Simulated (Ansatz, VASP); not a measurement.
## Two plane-wave programs on ZrS2

```xyz
3
Lattice="3.7846 0.0000 0.0000 -1.8923 3.2776 0.0000 0.0000 0.0000 5.7690" Properties=species:S:1:pos:R:3 pbc="T T T"
Zr    0.0000    0.0000    0.0000
S     0.0000    2.1851    1.3901
S     1.8923    1.0925    4.3789
```

Change from the starting cell: epitaxial_xy strain +3.0%.

Alike in both runs: task single point; functional HSE06; k mesh 6 × 6 × 4; no spin polarisation.

```csv
,VASP,Ansatz
version,VASP 6.6.1,Ansatz 0.2.0
potentials or method,"VASP PAW PBE potentials, release 64 (Zr_sv, S)","plane waves, PAW"
plane-wave cutoff (eV),400,420
occupations,"gaussian, width 0.01 eV",fixed
valence electrons in the cell,24,24
```

Ansatz gave:

| Property | Result |
| --- | --- |
| gap on the k mesh at the Fermi level (eV) | 1.82 |
| pressure (GPa) | -2.9 |
| traceless stress, the component that is largest in VASP (GPa) | 3.44 |
| rms of the force components (eV/Å) | 0.087 |

Question: What did VASP give for the same quantities?

Answer: gap on the k mesh at the Fermi level (eV): 1.82; pressure (GPa): -3.0; traceless stress, the component that is largest in VASP (GPa): 3.48; rms of the force components (eV/Å): 0.085.

Atom by atom the forces differ by 0.002 eV/Å (rms over components). Ansatz's warnings: stress exchange threshold loose, stress scf threshold loose.
